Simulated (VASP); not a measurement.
The system is PbS.

```
Pb S
1.0
     0.00000    2.96500    2.96500
     2.96500    0.00000    2.96500
     2.96500    2.96500    0.00000
Pb S
1 1
Cartesian
  0.0000 0.0000 0.0000
  2.9650 2.9650 2.9650
```

Base run:

```yaml
Program: VASP 6.6.1
Functional: PBE
Potentials_or_basis: VASP PAW PBE potentials, release 64 (Pb_d, S)
Cutoff: 500 eV
k_mesh: 8 × 8 × 8
Occupations: fermi-dirac, width 0.01 eV
Spin: non-collinear spin, zero start, spin-orbit coupling
Starting_moments: "[[0.0, 0.0, 0.0], [0.0, 0.0, 0.0]] μB"
```

Its results: pressure 1.9 GPa; net moment 0.00 μB per cell.

Q: The run is repeated on the same cell with these changes: functional from PBE to RPBE; cutoff from 500 eV to 400 eV; further incar settings from ALGO = Normal; EDIFF = 1e-06; NBANDS = 32 to ALGO = Normal; EDIFF = 1e-08; NBANDS = 32. What comes out?

A: Pressure 3.9 GPa; net moment 0.00 μB per cell.

Caveats: the cell stands under pressure (at least some runs); the PAW data sets were made with another functional, which shifts forces and pressure a little (at least some runs).
